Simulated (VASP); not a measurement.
# Ti (Immm) in VASP: further runs

Runs on Ti. Level: PBEsol. Tasks: single point.

Program: VASP 6.6.1. These are calculated values, not measurements. Logs are shortened: lines on timing, memory, paths and dates and some standing lists are left out, and cuts for length are marked.

## 1. The cell of the first run

It takes space group Immm (No. 71, orthorhombic). The conventional cell has a = 2.835 Å, b = 2.907 Å, c = 4.060 Å, α = 90.00°, β = 90.00°, γ = 90.00°. Ti (site symmetry mmm) has 12 Ti at 2.83 to 2.91 Å within 3.7 Å.

## 2. Single point, PBEsol (strain +0.0250 x Voigt [0, 0, 0, 0, 0, 1])

INCAR reads:

```
SYSTEM = Ti
ALGO = Fast
EDIFF = 1E-6
ENCUT = 520
GGA = PS
ISIF = 2
ISMEAR = 0
LASPH = .True.
LCHARG = .False.
LREAL = .False.
LWAVE = .False.
NBANDS = 12
NELM = 80
PREC = Accurate
SIGMA = 0.15
```

KPOINTS reads:

```
k-points
0
Gamma
  20 20 20
  0 0 0
```

POSCAR reads:

```
Ti
1.0
    0.0253750000      2.0300000000      2.0300000000
    2.0300000000      0.0253750000      2.0300000000
    2.0553750000      2.0553750000      0.0000000000
Ti
1
Direct
    0.0000000000      0.0000000000      0.0000000000
```

Potentials or basis: VASP PAW PBE potentials, release 64 (Ti_sv).

Command:

```sh
> cat potpaw_PBE.64/Ti_sv/POTCAR > POTCAR
> mpirun -np 1 vasp_std > vasp.out
```

OUTCAR:

```text
SYSTEM = Ti
   EDIFF = 1E-6
   ENCUT = 520
   GGA = PS
   ISIF = 2
   ISMEAR = 0
   LASPH = .True.
   LREAL = .False.
   NELM = 80
   PREC = Accurate

 ion  position               nearest neighbor table
   1  0.000  0.000  0.000-

  LATTYP: Found a body centered orthorhombic cell.
 ALAT       =     2.8349678625
 B/A-ratio  =     1.0253164557
 C/A-ratio  =     1.4321149999

  Lattice vectors:

 A1 = (   2.0300000000,   0.0253750000,  -2.0300000000)
 A2 = (  -2.0300000000,  -0.0253750000,  -2.0300000000)
 A3 = (   0.0253750000,   2.0300000000,   2.0300000000)

Analysis of symmetry for initial positions (statically):
=====================================================================
 Subroutine PRICEL returns:
 Original cell was already a primitive cell.

 Routine SETGRP: Setting up the symmetry group for a
 body centered orthorhombic supercell.

 Subroutine GETGRP returns: Found  8 space group operations
 (whereof  8 operations were pure point group operations)
 out of a pool of  8 trial point group operations.

The static configuration has the point symmetry D_2h.

Analysis of symmetry for dynamics (positions and initial velocities):
=====================================================================
 Subroutine PRICEL returns:
 Original cell was already a primitive cell.

 Routine SETGRP: Setting up the symmetry group for a
 body centered orthorhombic supercell.

 Subroutine GETGRP returns: Found  8 space group operations
 (whereof  8 operations were pure point group operations)
 out of a pool of  8 trial point group operations.

The dynamic configuration has the point symmetry D_2h.

 Subroutine INISYM returns: Found  8 space group operations
 (whereof  8 operations are pure point group operations),
 and found     1 'primitive' translations

----------------------------------------------------------------------------------------

                                     Primitive cell

  volume of cell :      16.7282

  direct lattice vectors                    reciprocal lattice vectors
     0.025375000  2.030000000  2.030000000    -0.249423209  0.249423209  0.246305419
     2.030000000  0.025375000  2.030000000     0.249423209 -0.249423209  0.246305419
     2.055375000  2.055375000  0.000000000     0.243264611  0.243264611 -0.246305419

  length of vectors
     2.870965672  2.870965672  2.906739201     0.430221145  0.430221145  0.423109562

  position of ions in fractional coordinates (direct lattice)
     0.000000000  0.000000000  0.000000000

  ion indices of the primitive-cell ions
   primitive index   ion index
                 1           1

----------------------------------------------------------------------------------------

 KPOINTS: k-points

Automatic generation of k-mesh.
 Grid dimensions read from file:
 generate k-points for:   20   20   20

 Generating k-lattice:

  Cartesian coordinates                     Fractional coordinates (reciprocal lattice)
    -0.012471160  0.012471160  0.012315271     0.050000000  0.000000000  0.000000000
     0.012471160 -0.012471160  0.012315271     0.000000000  0.050000000  0.000000000
     0.012163231  0.012163231 -0.012315271     0.000000000  0.000000000  0.050000000

  Length of vectors
     0.021511057  0.021511057  0.021155478

  Shift w.r.t. Gamma in fractional coordinates (k-lattice)
     0.000000000  0.000000000  0.000000000

 Subroutine IBZKPT returns following result:
 ===========================================

 Found   1166 irreducible k-points:

 Following reciprocal coordinates:
            Coordinates               Weight
  0.000000  0.000000  0.000000      1.000000
  0.050000  0.000000  0.000000      4.000000
  0.100000 -0.000000  0.000000      4.000000
  0.150000  0.000000  0.000000      4.000000
  0.200000 -0.000000  0.000000      4.000000
  0.250000 -0.000000  0.000000      4.000000
[... 16 lines left out ...]
 -0.400000  0.050000  0.000000      4.000000
 -0.350000  0.050000  0.000000      4.000000
 [... further k-points ...]
   k-points           NKPTS =   1166   k-points in BZ     NKDIM =   1166   number of bands    NBANDS=     12
   number of dos      NEDOS =    301   number of ions     NIONS =      1
   total plane-waves  NPLWV =  13824
   dimension x,y,z NGX =    24 NGY =   24 NGZ =   24
   dimension x,y,z NGXF=    48 NGYF=   48 NGZF=   48
   ions per type =               1
   NGX,Y,Z   is equivalent  to a cutoff of  13.90, 13.90, 13.73 a.u.
   NGXF,Y,Z  is equivalent  to a cutoff of  27.79, 27.79, 27.45 a.u.
 SYSTEM =  Ti
   PREC   = accura    normal or accurate (medium, high low for compatibility)
   ISTART =      0    job   : 0-new  1-cont  2-samecut
   ICHARG =      2    charge: 1-file 2-atom 10-const
   ISPIN  =      1    spin polarized calculation?
   LNONCOLLINEAR =      F non collinear calculations
   LSORBIT =      F    spin-orbit coupling
   LASPH  =      T    aspherical Exc in radial PAW
   ENCUT  =  520.0 eV  38.22 Ry    6.18 a.u.   5.34  5.34  5.40*2*pi/ulx,y,z
   NELM   =     80;   NELMIN=  2; NELMDL= -5     # of ELM steps
   EDIFF  = 0.1E-05   stopping-criterion for ELM
   LREAL  =      F    real-space projection
   EDIFFG = 0.1E-04   stopping-criterion for IOM
   NSW    =      0    number of steps for IOM
   IBRION =     -1    ionic relax: 0-MD 1-quasi-New 2-CG
   NFREE  =      0    steps in history (QN), initial steepest desc. (CG)
   ISIF   =      2    stress and relaxation
   ISYM   =      2    0-nonsym 1-usesym 2-fastsym
   POTIM  = 0.5000    time-step for ionic-motion
   TEBEG  =    0.0;   TEEND  =   0.0 temperature during run
   PSTRESS=    0.0 pullay stress
   NELECT =      12.0000    total number of electrons
   NUPDOWN=      -1.0000    fix difference up-down
   EMIN   =  10.00;   EMAX   =-10.00  energy-range for DOS
   EFERMI =   0.00;   METHOD = LEGACY
   ISMEAR =     0;   SIGMA  =   0.15  broadening in eV -4-tet -1-fermi 0-gaus
   EFERMI_NEDOS =   21; number of points for ismear=-14 and -15
   IALGO  =     68    algorithm
   IMIX   =      4    mixing-type and parameters
     AMIX     =   0.40;   BMIX     =  1.00
     AMIX_MAG =   1.60;   BMIX_MAG =  1.00
  volume/ion in A,a.u.               =      16.73       112.89
  Fermi-wavevector in a.u.,A,eV,Ry     =   1.465498  2.769389 29.221011  2.147684
  Thomas-Fermi vector in A             =   2.581348
   LORBIT       =      0    0 simple, 1 ext, 2 COOP (PROOUT), +10 PAW based schemes
   GGA     = PS    functional components
   LHFCALC =     F    Hartree Fock is set to
   AEXX    =    0.0000 exact exchange contribution
   IVDW    =     0    specifies the selected vdW correction
   LEPSILON=     F    determine dielectric tensor
   LRPA    =     F    only Hartree local field effects (RPA)
 non-spin polarized calculation
 RMM-DIIS sequential band-by-band and
 Gauss-broadening in eV      SIGMA  =   0.15
  energy-cutoff  :      520.00
  volume of cell :       16.73
 maximum number of plane-waves:       467
 NGX is ok and might be reduce to    24
   NGX = 11   NGY = 11   NGZ = 11

 number of electron      12.0000001 magnetization

 Free energy of the ion-electron system (eV)
  ---------------------------------------------------
  ext. energy  EPLUGINS =         0.00000000
  ---------------------------------------------------
  free energy    TOTEN  =        -8.29075204 eV

  energy without entropy =       -8.27214960  energy(sigma->0) =       -8.28145082

 E-fermi :   8.4982     XC(G=0): -11.8163

 val. band max:        8.4972209120   @ k =   0.5000   0.3000   0.2500
 cond. band min:       8.4986172844   @ k =   0.2500   0.0500   0.1500
 fundamental gap:      0.0013963724
 Fermi energy:         8.4981535223

 k-point     1 :       0.0000    0.0000    0.0000
  band No.  band energies     occupation
      1     -47.9181      2.00000
      2     -23.8412      2.00000
      3     -23.8255      2.00000
      4     -23.8072      2.00000
      5       2.3118      2.00000
      6       9.2633      0.00000
      7       9.3846      0.00000
      8       9.5316      0.00000
      9      11.1103      0.00000
     10      11.1115      0.00000
     11      23.9617      0.00000
     12      28.2330      0.00000

 k-point     2 :       0.0500    0.0000    0.0000
  band No.  band energies     occupation
      1     -47.9144      2.00000
      2     -23.8436      2.00000
      3     -23.8376      2.00000
      4     -23.8180      2.00000
      5       2.3976      2.00000
      6       9.2960      0.00000
      7       9.3796      0.00000
      8       9.5164      0.00000
      9      11.0855      0.00000
     10      11.0878      0.00000
     11      24.0492      0.00000
     12      28.0820      0.00000

 k-point     3 :       0.1000   -0.0000    0.0000
  band No.  band energies     occupation
      1     -47.9037      2.00000
      2     -23.8921      2.00000
      3     -23.8506      2.00000
      4     -23.8296      2.00000
      5       2.6501      2.00000
      6       9.2619      0.00000
      7       9.3844      0.00000
      8       9.5765      0.00000
      9      11.0242      0.00000
     10      11.0292      0.00000
     11      24.2582      0.00000
     12      26.7074      0.00000
[... 286 lines left out ...]
 k-point    23 :      -0.4000    0.0500    0.0000
  band No.  band energies     occupation
      1     -47.7739      2.00000
      2     -24.5471      2.00000
      3     -23.9408      2.00000
      4     -23.9296      2.00000
      5       5.7633      2.00000
      6       8.8887      0.00023
      7       9.2387      0.00000
      8       9.3825      0.00000
      9      11.9136      0.00000
     10      12.3768      0.00000
     11      17.9660      0.00000
     12      23.4027      0.00000

 k-point    24 :      -0.3500    0.0500    0.0000
  band No.  band energies     occupation
      1     -47.7888      2.00000
      2     -24.4747      2.00000
      3     -23.9320      2.00000
      4     -23.9173      2.00000
      5       5.4947      2.00000
      6       8.6251      0.23125
      7       9.3352      0.00000
      8       9.4615      0.00000
      9      11.6117      0.00000
     10      12.1331      0.00000
     11      18.9960      0.00000
     12      23.7490      0.00000

 [... further k-points ...]
[... 5 lines left out ...]
  --------------------------------------------------------------------------------------
  -------------------------------------------------------------------------------------
  Total       -0.0552167     -0.0552167     -0.0591142     -0.1559129      0.0000000      0.0000000
  in kB       -5.2884774     -5.2884774     -5.6617674    -14.9328402      0.0000000      0.0000000
  external PRESSURE =      -5.4129074 kB  Pullay stress =       0.0000000 kB

 VOLUME and BASIS-vectors are now :
 -----------------------------------------------------------------------------
  energy-cutoff  :      520.00
  volume of cell :       16.73
      direct lattice vectors                 reciprocal lattice vectors
     0.025375000  2.030000000  2.030000000    -0.249423209  0.249423209  0.246305419
     2.030000000  0.025375000  2.030000000     0.249423209 -0.249423209  0.246305419
     2.055375000  2.055375000  0.000000000     0.243264611  0.243264611 -0.246305419

 POSITION                                       TOTAL-FORCE (eV/Angst)
 -----------------------------------------------------------------------------------
      0.00000      0.00000      0.00000        -0.000000      0.000000      0.000000
 -----------------------------------------------------------------------------------
    total drift:                               -0.000000      0.000000      0.000000

  FREE ENERGIE OF THE ION-ELECTRON SYSTEM (eV)
  ---------------------------------------------------
  free  energy   TOTEN  =        -8.2907520444 eV

  energy  without entropy=       -8.2721496025  energy(sigma->0) =       -8.28145082
```

Run time: 4.5 min. Hardware: 1 thread of Intel Xeon Platinum 8488C (Sapphire Rapids), shared host; peak memory 0.33 GiB.

Results:

| Item | Value |
| --- | --- |
| Free energy | -8.2908 eV |
| Pressure | -0.5 GPa |
| Band gap on the k mesh | zero (band 6 reaches 9.34 eV, above the bottom of band 7 at 8.10 eV) |

Caveat: the cell differs from its parent crystal (strain +0.0250 x Voigt [0, 0, 0, 0, 0, 1]); the PAW data sets were made with another functional, which shifts forces and pressure a little.

(Part 1 of 2 ends here.)
